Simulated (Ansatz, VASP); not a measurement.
One calculation of B2O, two programs

```
B O
1.0
     1.96653   -4.18414   -0.01922
     1.96653    4.18414   -0.01922
    -0.95138    0.00000    2.60364
B O
2 1
Direct
  0.86427 0.86427 0.68216
  0.13573 0.13573 0.31784
  0.50000 0.50000 0.50000
```

Alike in both runs: functional PBE; k mesh 14 × 14 × 18; occupations gaussian, width 0.1 eV; no spin polarisation.

Ansatz relaxed the structure, and its values are those at the end. VASP's run is a single point on that final structure, the one shown.

|  | VASP | Ansatz |
| --- | --- | --- |
| version | VASP 6.6.1 | Ansatz 0.2.0 |
| potentials or method | VASP PAW PBE potentials, release 64 (B, O), cutoff 520 eV | scalar-relativistic, plane waves, PAW |
| valence electrons in the cell | 12 | 12 |

|  | VASP | Ansatz | Ansatz less VASP |
| --- | --- | --- | --- |
| gap on the k mesh at the Fermi level (eV) | none | none | - |
| pressure (GPa) | 0.0 | 0.0 | +0.04 |
| rms of the force components (eV/Å) | 0.013 | 0.000 | -0.0124 |

A gap of «none» marks a metal or a gap that the smearing closes.
